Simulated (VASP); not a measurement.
The system is SeS4.

```
CELL_PARAMETERS angstrom
5.31991 0.00000 0.00000
0.00000 5.31991 0.00000
0.00000 0.00000 5.31991
ATOMIC_POSITIONS crystal
Se 0.00000 0.00000 0.00000
S 0.24378 0.75622 0.75622
S 0.75622 0.24378 0.75622
S 0.75622 0.75622 0.24378
S 0.24378 0.24378 0.24378
```

```yaml
Program: VASP 6.6.1
Task: relaxation of cell and atoms
Functional: PBE
Potentials_or_basis: VASP PAW PBE potentials, release 64 (Se, S)
Cutoff: 600 eV
k_mesh: 4 × 4 × 4
Occupations: gaussian, width 0.1 eV
Spin: no spin polarisation
```

At the start: pressure -4.5 GPa; volume 30.11 Å³/atom.

Task: How do energy, volume and symmetry change on relaxing?

Result: Over 5 steps the energy falls by 58.7 meV/atom and the volume is 27.51 Å³/atom (-8.6 %); space group P-43m (No. 215, to 0.05 Å).

The path:
```tsv
step	energy change (eV)	largest force (eV/Å)	pressure (GPa)	volume (Å³)
1	0.0000	1.1198	-4.54	150.56
2	-0.2279	0.7858	2.71	132.74
3	-0.2928	0.0439	-0.15	137.90
4	-0.2927	0.0753	-0.03	137.65
5	-0.2936	0.0369	-0.18	137.54
```

Final structure:
```
Se S
1.0
     5.16188    0.00000    0.00000
     0.00000    5.16188    0.00000
     0.00000    0.00000    5.16188
Se S
1 4
Direct
  0.00000 0.00000 0.00000
  0.24004 0.75996 0.75996
  0.75996 0.24004 0.75996
  0.75996 0.75996 0.24004
  0.24004 0.24004 0.24004
```
